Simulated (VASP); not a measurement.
Set up this calculation in VASP 6.6.1, as the native input.

```
Task                   : electric field gradients
Functional             : PBE
Potentials or basis    : VASP PAW PBE potentials, release 64 (Fe, O)
Cutoff                 : 520 eV
k mesh                 : 15 × 15 × 15
Occupations            : fermi-dirac, width 0.03 eV
Spin                   : collinear spin, ferromagnetic start
Starting moments       : [3.0, 0.0] μB
Dipole correction      : no
Further INCAR settings : ALGO = Normal; EDIFF = 1e-08; NBANDS = 18
```

The structure of FeO lies in POSCAR:

```
FeO
1.0
    0.0000000000      2.1188607378      2.1188607378
    2.1188607378      0.0000000000      2.1188607378
    2.1188607378      2.1188607378      0.0000000000
Fe O
1 1
Direct
    0.0000000000      0.0000000000      0.0000000000
    0.5000000000      0.5000000000      0.5000000000
```

One way to write it, as run:

INCAR

```
PREC = Accurate
ENCUT = 520
EDIFF = 1E-8
ISMEAR = -1
SIGMA = 0.03
LREAL = F
LASPH = T
NELM = 150
ALGO = Normal
ISIF = 2
LWAVE = F
LCHARG = F
ISPIN = 2
MAGMOM = 3 0
LORBIT = 11
LMAXMIX = 4
GGA = PE
LEFG = T
NBANDS = 18
```

KPOINTS

```
regular mesh
0
Gamma
  15 15 15
```

Potentials or basis: VASP PAW PBE potentials, release 64 (Fe, O).

The run is started by

```sh
$ cat potpaw_PBE.64/Fe/POTCAR potpaw_PBE.64/O/POTCAR > POTCAR
$ mpirun -np 1 vasp_std > vasp.out
```

It gave:

The pressure is 10.6 GPa and the band gap on the k mesh is zero (filled and empty bands overlap). The net moment is 4.00 μB per cell. The site moments are Fe +3.61; O +0.31 μB and the largest electric field gradient by atom is under 0.05 V/Å² on every atom. The valence electrons inside the program's atomic spheres are Fe 6.82; O 5.02.

Caveat: the cell stands under pressure; a cell with one magnetic atom can't hold antiferromagnetic order, which such compounds often take; semilocal functionals often make such compounds metallic where correlation or magnetic order opens a gap, which also shifts bond lengths.

Run time: 2.3 min on 1 thread of Intel Xeon 8259CL (shared host), peak memory 0.2 GiB.
